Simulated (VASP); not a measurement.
# PbO (Aem2) in VASP: single point with PBEsol

Aim: the single point of PbO with PBEsol.

Program: VASP 6.6.1. These are calculated values, not measurements. Logs are shortened: lines on timing, memory, paths and dates and some standing lists are left out, and cuts for length are marked.

## (1) The cell of the first run

The structure is orthorhombic, space group Aem2 (No. 39). The conventional cell has a = 10.568 Å, b = 5.649 Å, c = 5.802 Å, α = 90.00°, β = 90.00°, γ = 90.00°. Within 3.4 Å of Pb (site symmetry m) lie 5 O at 2.57 to 2.92 Å. Within 3.4 Å of O (site symmetry m) lie 5 Pb at 2.57 to 2.92 Å.

## (2) Single point, PBEsol (S replaced by O, lengths x 0.907, strained)

File INCAR:

```
SYSTEM = PbO
PREC = Accurate ; ENCUT = 520
EDIFF = 1E-7 ; ISMEAR = 0
SIGMA = 0.02 ; LREAL = .FALSE.
LASPH = .TRUE. ; NELM = 100
ALGO = Normal ; ISIF = 2
LWAVE = .FALSE. ; LCHARG = .FALSE.
GGA = PS ; NBANDS = 28
```

File KPOINTS:

```
Automatic mesh
0
G
  4 8 8
  0 0 0
```

File POSCAR:

```
PbO
1.0
   10.5684053197      0.0000000000      0.0000000000
    0.0000000000      2.8244578757      2.9008457961
    0.0000000000     -2.8244578757      2.9008457961
Pb O
2 2
Direct
    0.6263698399      0.2586697599      0.7586697599
    0.3736301601      0.7586697599      0.2586697599
    0.6166017690      0.7623302401      0.2623302401
    0.3833982310      0.2623302401      0.7623302401
```

Potentials or basis: VASP PAW PBE potentials, release 64 (Pb_d, O).

On the command line:

```console
> cat potpaw_PBE.64/Pb_d/POTCAR potpaw_PBE.64/O/POTCAR > POTCAR
> mpirun -np 1 vasp_std > vasp.out
```

OUTCAR:

```text
SYSTEM = PbO
   PREC = Accurate
   ENCUT = 520
   EDIFF = 1E-7
   ISMEAR = 0
   LREAL = .FALSE.
   LASPH = .TRUE.
   NELM = 100
   ISIF = 2
   GGA = PS

 ion  position               nearest neighbor table
   1  0.626  0.259  0.759-   4 2.57   3 2.83   3 2.83   3 2.88   3 2.92   2 3.89   2 3.89   2 3.94
                             2 3.94
   2  0.374  0.759  0.259-   3 2.57   4 2.83   4 2.83   4 2.88   4 2.92   1 3.89   1 3.89   1 3.94
                             1 3.94
   3  0.617  0.762  0.262-   2 2.57   1 2.83   1 2.83   1 2.88   1 2.92
   4  0.383  0.262  0.762-   1 2.57   2 2.83   2 2.83   2 2.88   2 2.92

  LATTYP: Found a base centered orthorhombic cell.
 ALAT       =     5.6489157514
 B/A-ratio  =     1.0270451619
 C/A-ratio  =     1.8708732410

  Lattice vectors:

 A1 = (   0.0000000000,   2.8244578757,  -2.9008457961)
 A2 = (   0.0000000000,   2.8244578757,   2.9008457961)
 A3 = (  10.5684053197,   0.0000000000,   0.0000000000)

Analysis of symmetry for initial positions (statically):
=====================================================================
 Subroutine PRICEL returns:
 Original cell was already a primitive cell.

 Routine SETGRP: Setting up the symmetry group for a
 base centered orthorhombic supercell.

 Subroutine GETGRP returns: Found  4 space group operations
 (whereof  2 operations were pure point group operations)
 out of a pool of  8 trial point group operations.

The static configuration has the point symmetry C_2 .
 The point group associated with its full space group is C_2v.

Analysis of symmetry for dynamics (positions and initial velocities):
=====================================================================
 Subroutine PRICEL returns:
 Original cell was already a primitive cell.

 Routine SETGRP: Setting up the symmetry group for a
 base centered orthorhombic supercell.

 Subroutine GETGRP returns: Found  4 space group operations
 (whereof  2 operations were pure point group operations)
 out of a pool of  8 trial point group operations.

The dynamic configuration has the point symmetry C_2 .
 The point group associated with its full space group is C_2v.

 Subroutine INISYM returns: Found  4 space group operations
 (whereof  2 operations are pure point group operations),
 and found     1 'primitive' translations

----------------------------------------------------------------------------------------

                                     Primitive cell

  volume of cell :     173.1806

  direct lattice vectors                    reciprocal lattice vectors
    10.568405320  0.000000000  0.000000000     0.094621655  0.000000000  0.000000000
     0.000000000  2.824457876  2.900845796     0.000000000  0.177025122  0.172363523
     0.000000000 -2.824457876  2.900845796     0.000000000 -0.177025122  0.172363523

  length of vectors
    10.568405320  4.048761369  4.048761369     0.094621655  0.247077068  0.247077068

  position of ions in fractional coordinates (direct lattice)
     0.626369840  0.258669760  0.758669760
     0.373630160  0.758669760  0.258669760
     0.616601769  0.762330240  0.262330240
     0.383398231  0.262330240  0.762330240

  ion indices of the primitive-cell ions
   primitive index   ion index
                 1           1
                 2           2
                 3           3
                 4           4

----------------------------------------------------------------------------------------

 KPOINTS: Automatic mesh

Automatic generation of k-mesh.
 Grid dimensions read from file:
 generate k-points for:    4    8    8

 Generating k-lattice:

  Cartesian coordinates                     Fractional coordinates (reciprocal lattice)
     0.023655414  0.000000000  0.000000000     0.250000000  0.000000000  0.000000000
     0.000000000  0.022128140  0.021545440     0.000000000  0.125000000  0.000000000
     0.000000000 -0.022128140  0.021545440     0.000000000  0.000000000  0.125000000

  Length of vectors
     0.023655414  0.030884634  0.030884634

  Shift w.r.t. Gamma in fractional coordinates (k-lattice)
     0.000000000  0.000000000  0.000000000

 Subroutine IBZKPT returns following result:
 ===========================================

 Found     63 irreducible k-points:

 Following reciprocal coordinates:
            Coordinates               Weight
  0.000000  0.000000  0.000000      1.000000
  0.250000  0.000000  0.000000      2.000000
  0.500000  0.000000  0.000000      1.000000
  0.000000  0.125000 -0.000000      4.000000
  0.250000  0.125000 -0.000000      8.000000
  0.500000  0.125000 -0.000000      4.000000
[... 16 lines left out ...]
  0.250000  0.375000  0.125000      8.000000
  0.500000  0.375000  0.125000      4.000000
 [... further k-points ...]
   k-points           NKPTS =     63   k-points in BZ     NKDIM =     63   number of bands    NBANDS=     28
   number of dos      NEDOS =    301   number of ions     NIONS =      4
   total plane-waves  NPLWV =  72000
   dimension x,y,z NGX =    80 NGY =   30 NGZ =   30
   dimension x,y,z NGXF=   160 NGYF=   60 NGZF=   60
   ions per type =               2   2
   NGX,Y,Z   is equivalent  to a cutoff of  12.58, 12.32, 12.32 a.u.
   NGXF,Y,Z  is equivalent  to a cutoff of  25.17, 24.64, 24.64 a.u.
 SYSTEM =  PbO
   PREC   = accura    normal or accurate (medium, high low for compatibility)
   ISTART =      0    job   : 0-new  1-cont  2-samecut
   ICHARG =      2    charge: 1-file 2-atom 10-const
   ISPIN  =      1    spin polarized calculation?
   LNONCOLLINEAR =      F non collinear calculations
   LSORBIT =      F    spin-orbit coupling
   LASPH  =      T    aspherical Exc in radial PAW
   ENCUT  =  520.0 eV  38.22 Ry    6.18 a.u.  19.65  7.53  7.53*2*pi/ulx,y,z
   NELM   =    100;   NELMIN=  2; NELMDL= -5     # of ELM steps
   EDIFF  = 0.1E-06   stopping-criterion for ELM
   LREAL  =      F    real-space projection
   EDIFFG = 0.1E-05   stopping-criterion for IOM
   NSW    =      0    number of steps for IOM
   IBRION =     -1    ionic relax: 0-MD 1-quasi-New 2-CG
   NFREE  =      0    steps in history (QN), initial steepest desc. (CG)
   ISIF   =      2    stress and relaxation
   ISYM   =      2    0-nonsym 1-usesym 2-fastsym
   POTIM  = 0.5000    time-step for ionic-motion
   TEBEG  =    0.0;   TEEND  =   0.0 temperature during run
   PSTRESS=    0.0 pullay stress
   NELECT =      40.0000    total number of electrons
   NUPDOWN=      -1.0000    fix difference up-down
   EMIN   =  10.00;   EMAX   =-10.00  energy-range for DOS
   EFERMI =   0.00;   METHOD = LEGACY
   ISMEAR =     0;   SIGMA  =   0.02  broadening in eV -4-tet -1-fermi 0-gaus
   EFERMI_NEDOS =   21; number of points for ismear=-14 and -15
   IALGO  =     38    algorithm
   IMIX   =      4    mixing-type and parameters
     AMIX     =   0.40;   BMIX     =  1.00
     AMIX_MAG =   1.60;   BMIX_MAG =  1.00
  volume/ion in A,a.u.               =      43.30       292.17
  Fermi-wavevector in a.u.,A,eV,Ry     =   1.004450  1.898136 13.727194  1.008920
  Thomas-Fermi vector in A             =   2.137067
   LORBIT       =      0    0 simple, 1 ext, 2 COOP (PROOUT), +10 PAW based schemes
   GGA     = PS    functional components
   LHFCALC =     F    Hartree Fock is set to
   AEXX    =    0.0000 exact exchange contribution
   IVDW    =     0    specifies the selected vdW correction
   LEPSILON=     F    determine dielectric tensor
   LRPA    =     F    only Hartree local field effects (RPA)
 non-spin polarized calculation
 Gauss-broadening in eV      SIGMA  =   0.02
  energy-cutoff  :      520.00
  volume of cell :      173.18
 maximum number of plane-waves:      4699
 NGX is ok and might be reduce to    80
   NGX = 39   NGY = 15   NGZ = 15

 number of electron      39.9999997 magnetization

 Free energy of the ion-electron system (eV)
  ---------------------------------------------------
  ext. energy  EPLUGINS =         0.00000000
  ---------------------------------------------------
  free energy    TOTEN  =       -20.45470461 eV

  energy without entropy =      -20.45470461  energy(sigma->0) =      -20.45470461

 E-fermi :  -0.4494     XC(G=0):  -5.9067

 val. band max:       -0.5871165549   @ k =   0.0000   0.5000  -0.0000
 cond. band min:       0.8388170899   @ k =   0.5000   0.5000  -0.0000
 fundamental gap:      1.4259336447
 Fermi energy:        -0.4494052660

 k-point     1 :       0.0000    0.0000    0.0000
  band No.  band energies     occupation
      1     -16.8917      2.00000
      2     -16.5871      2.00000
      3     -16.5610      2.00000
      4     -16.5409      2.00000
      5     -16.5280      2.00000
      6     -16.5118      2.00000
[... 20 lines left out ...]
     27       5.6083      0.00000
     28       6.7188      0.00000

 k-point     2 :       0.2500    0.0000    0.0000
  band No.  band energies     occupation
      1     -16.8918      2.00000
      2     -16.5871      2.00000
      3     -16.5610      2.00000
      4     -16.5410      2.00000
      5     -16.5280      2.00000
      6     -16.5118      2.00000
[... 20 lines left out ...]
     27       5.6065      0.00000
     28       6.7201      0.00000

 k-point     3 :       0.5000    0.0000    0.0000
  band No.  band energies     occupation
      1     -16.8917      2.00000
      2     -16.5871      2.00000
      3     -16.5610      2.00000
      4     -16.5410      2.00000
      5     -16.5280      2.00000
      6     -16.5118      2.00000
[... 20 lines left out ...]
     27       5.6047      0.00000
     28       6.4284      0.00000

 k-point     4 :       0.0000    0.1250   -0.0000
  band No.  band energies     occupation
      1     -16.8698      2.00000
      2     -16.5803      2.00000
      3     -16.5561      2.00000
      4     -16.5407      2.00000
      5     -16.5277      2.00000
      6     -16.5177      2.00000
[... 578 lines left out ...]
     27       5.6912      0.00000
     28       6.7125      0.00000

 k-point    23 :       0.2500    0.3750    0.1250
  band No.  band energies     occupation
      1     -16.7569      2.00000
      2     -16.6425      2.00000
      3     -16.5464      2.00000
      4     -16.5395      2.00000
      5     -16.5344      2.00000
      6     -16.5277      2.00000
[... 20 lines left out ...]
     27       5.6439      0.00000
     28       6.8645      0.00000

 k-point    24 :       0.5000    0.3750    0.1250
  band No.  band energies     occupation
      1     -16.7569      2.00000
      2     -16.6425      2.00000
      3     -16.5463      2.00000
      4     -16.5395      2.00000
      5     -16.5344      2.00000
      6     -16.5277      2.00000
[... 20 lines left out ...]
     27       5.6093      0.00000
     28       6.9790      0.00000

 [... further k-points ...]

------------------------ aborting loop because EDIFF is reached ----------------------------------------

  FORCE on cell =-STRESS in cart. coord.  units (eV):
  Direction    XX          YY          ZZ          XY          YZ          ZX
  --------------------------------------------------------------------------------------
  -------------------------------------------------------------------------------------
  Total       -7.9969378     -9.5039624     -9.2550472      0.0000000      0.0000000      0.0000000
  in kB      -73.9835389    -87.9257520    -85.6229165      0.0000000      0.0000000      0.0000000
  external PRESSURE =     -82.5107358 kB  Pullay stress =       0.0000000 kB

 VOLUME and BASIS-vectors are now :
 -----------------------------------------------------------------------------
  energy-cutoff  :      520.00
  volume of cell :      173.18
      direct lattice vectors                 reciprocal lattice vectors
    10.568405320  0.000000000  0.000000000     0.094621655  0.000000000  0.000000000
     0.000000000  2.824457876  2.900845796     0.000000000  0.177025122  0.172363523
     0.000000000 -2.824457876  2.900845796     0.000000000 -0.177025122  0.172363523

 POSITION                                       TOTAL-FORCE (eV/Angst)
 -----------------------------------------------------------------------------------
      6.61973     -1.41223      2.95115        -1.536778      0.000000     -0.045826
      3.94867      1.41223      2.95115         1.536778      0.000000     -0.045826
      6.51650      1.41223      2.97238        -1.547096      0.000000      0.045826
      4.05191     -1.41223      2.97238         1.547096      0.000000      0.045826
 -----------------------------------------------------------------------------------
    total drift:                               -0.000000     -0.000001     -0.001054

  FREE ENERGIE OF THE ION-ELECTRON SYSTEM (eV)
  ---------------------------------------------------
  free  energy   TOTEN  =       -20.4547046097 eV

  energy  without entropy=      -20.4547046097  energy(sigma->0) =      -20.45470461
```

Wall time 2.3 min (1 thread of AMD EPYC 9R45 (Zen 5), shared host); peak memory 0.38 GiB.

Results:

| Quantity | Value |
| --- | --- |
| Free energy | -20.4547 eV |
| Pressure | -8.3 GPa |
| Largest force | 1.548 eV/Å |
| Band gap on the k mesh | 1.43 eV, indirect (the least direct gap lies 0.6 meV higher) |

Forces on the atoms (eV/Å):
```
Pb  -1.537  0.000 -0.046
Pb   1.537  0.000 -0.046
O   -1.547  0.000  0.046
O    1.547  0.000  0.046
```

Caveat: the cell differs from its parent crystal (S replaced by O, lengths x 0.907, strained); the PAW data sets were made with another functional, which shifts forces and pressure a little; spin-orbit coupling is left out, which moves the levels of the heavy elements. A k mesh can miss the band edges.
